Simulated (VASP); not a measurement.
Set up this calculation in VASP 6.6.1, as the native input.

```
Task                   : single point
Functional             : PBE
Potentials or basis    : VASP PAW PBE potentials, release 64 (Mg, Sn_d, N)
Cutoff                 : 520 eV
k mesh                 : 6 × 6 × 6
Occupations            : gaussian, width 0.1 eV
Spin                   : no spin polarisation
Dipole correction      : no
Further INCAR settings : ALGO = Fast; EDIFF = 1e-06; NBANDS = 24
```

The structure of Mg3SnN2 lies in POSCAR:

```
Mg3SnN2
1.0
    5.7408506684     -0.0000000029      0.0000000000
   -2.8704253317      4.9717225196      0.0000000000
    0.0000000000      0.0000000000      3.0233848460
Mg Sn N
3 1 2
Direct
    0.5000000000      0.0000000000      0.5000000000
    0.5000000000      0.5000000000      0.5000000000
    0.0000000000      0.5000000000      0.5000000000
    0.0000000000      0.0000000000      0.0000000000
    0.3333333333      0.6666666667      0.0000000000
    0.6666666667      0.3333333333      0.0000000000
```

The cell was generated, and may not be a known phase.

The input as run:

INCAR

```
PREC = Accurate
ENCUT = 520
EDIFF = 1E-6
ISMEAR = 0
SIGMA = 0.1
LREAL = False
LASPH = True
NELM = 60
ALGO = Fast
ISIF = 2
LWAVE = False
LCHARG = False
GGA = PE
NBANDS = 24
```

KPOINTS

```
Automatic mesh
0
Gamma
  6 6 6
```

Potentials or basis: VASP PAW PBE potentials, release 64 (Mg, Sn_d, N).

The run is started by

```bash
$ cat potpaw_PBE.64/Mg/POTCAR potpaw_PBE.64/Sn_d/POTCAR potpaw_PBE.64/N/POTCAR > POTCAR
$ mpirun -np 1 vasp_std > vasp.out
```

Results of the run:

```yaml
Pressure: -0.3 GPa
Band_gap_on_the_k_mesh: zero (bands 15 and 16 overlap by 0.79 eV)
```

Caveat: spin-orbit coupling is left out, which moves the levels of the heavy elements.

It took 83 s on 1 thread of Oxide Virtual Turin-like Processor (shared host), peak memory 0.22 GiB.
